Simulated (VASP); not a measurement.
# Fe: single point with PBE

Fe:

```xyz
2
Lattice="2.4609 0.0000 0.0000 -1.2305 2.1312 0.0000 0.0000 0.0000 3.8895" Properties=species:S:1:pos:R:3 pbc="T T T"
Fe    0.0000    1.4208    0.9724
Fe    1.2305    0.7104    2.9171
```

This isn't the form of Fe at room conditions, which is bcc.

| Property | Result |
| --- | --- |
| Program | VASP 6.6.1 |
| Task | single point |
| Functional | PBE |
| Potentials or basis | VASP PAW PBE potentials, release 64 (Fe) |
| Cutoff | 520 eV |
| k mesh | 17 × 17 × 9 |
| Occupations | fermi-dirac, width 0.05 eV |
| Spin | collinear spin, ferromagnetic start |
| Starting moments | [2.5, 2.5] μB |

| Quantity | Value |
| --- | --- |
| Pressure | -0.7 GPa |
| Band gap on the k mesh | zero (filled and empty bands overlap) |
| Net moment | 0.00 μB per cell |
| Valence electrons inside the program's atomic spheres | Fe 7.51 |

Stress tensor (GPa, compression positive):
```
-0.59  0.00  0.00
 0.00 -0.59  0.00
 0.00  0.00 -0.79
```

Levels at points of the mesh, in eV from the Fermi level:
Spin up:
| k point | band 6 | band 7 | band 8 | band 9 | band 10 | band 11 |
| --- | --- | --- | --- | --- | --- | --- |
| (0.00, 0.00, 0.00) | -1.18 | -1.18 | -0.84 | -0.84 | 0.55 | 0.71 |
Spin down:
| k point | band 5 | band 6 | band 7 | band 8 | band 9 | band 10 | band 11 | band 12 |
| --- | --- | --- | --- | --- | --- | --- | --- | --- |
| (0.00, 0.00, 0.00) | -1.52 | -1.18 | -1.18 | -0.84 | -0.84 | 0.55 | 0.71 | 0.71 |

Run time: 54 s on 1 thread of Intel(R) Xeon(R) 6975P-C (Granite Rapids) (shared host), peak memory 0.2 GiB.

Caveat: the moments typed at the start vanished in this run.
